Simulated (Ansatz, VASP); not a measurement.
## K in VASP and in Ansatz

The input POSCAR:

```
K
1.0
   -2.6794535516      2.6794535516      2.6794535516
    2.6794535516     -2.6794535516      2.6794535516
    2.6794535516      2.6794535516     -2.6794535516
K
1
Direct
    0.0000000000      0.0000000000      0.0000000000
```

File INCAR.step1:

```
SYSTEM = K
  PREC = Accurate
  ENCUT = 400
  EDIFF = 1E-5
  ISMEAR = 0
  SIGMA = 0.05
  LREAL = .FALSE.
  LASPH = .TRUE.
  NELM = 120
  ALGO = Normal
  ISIF = 2
  LWAVE = .TRUE.
  GGA = PE
  NBANDS = 10
  GGA_COMPAT = .FALSE.
```

File INCAR.step2:

```
SYSTEM = K
  PREC = Accurate
  ENCUT = 400
  EDIFF = 1E-6
  ISMEAR = 0
  SIGMA = 0.05
  LREAL = .FALSE.
  LASPH = .TRUE.
  NELM = 120
  ALGO = Normal
  ISIF = 2
  LWAVE = .FALSE.
  LCHARG = .TRUE.
  GGA = PE
  LHFCALC = .TRUE.
  HFSCREEN = 0.2079
  PRECFOCK = Normal
  LELF = .TRUE.
  LVHAR = .TRUE.
  ISTART = 1
  NBANDS = 10
  GGA_COMPAT = .FALSE.
```

File KPOINTS:

```
regular mesh
0
G
  5 5 5
  0 0 0
```

File input.yaml:

```yaml
crystal:
  lattice:
    - [-2.6794535516, 2.6794535516, 2.6794535516]
    - [2.6794535516, -2.6794535516, 2.6794535516]
    - [2.6794535516, 2.6794535516, -2.6794535516]
  atoms:
    - { symbol: K, position: [0.0, 0.0, 0.0] }
hamiltonian:
  xc: hse06
  pseudopotentials: { kind: paw, partial_waves: polarizable }
kpoints:
  mp_grid: { grid: [5, 5, 5] }
scf:
  occupations: { method: gaussian, width: 0.05 }
output:
  forces: true
  stress: true
  eigenvalues: true
```

Alike in both runs: task single point; functional HSE06; k mesh 5 × 5 × 5; occupations gaussian, width 0.05 eV; no spin polarisation.

|  | VASP | Ansatz |
| --- | --- | --- |
| version | VASP 6.6.1 | Ansatz 0.2.0 |
| potentials or method | VASP PAW PBE potentials, release 64 (K_sv) | Ansatz PAW polarizable |
| plane-wave cutoff (eV) | 400 | 420 |
| valence electrons in the cell | 9 | 9 |

|  | VASP | Ansatz | Ansatz less VASP |
| --- | --- | --- | --- |
| gap on the k mesh at the Fermi level (eV) | none | none | - |
| pressure (GPa) | -0.1 | -0.1 | 0.00 |

A gap of «none» marks a metal or a gap that the smearing closes. With one functional, cell and mesh, what is left measures potentials, basis and numerics.
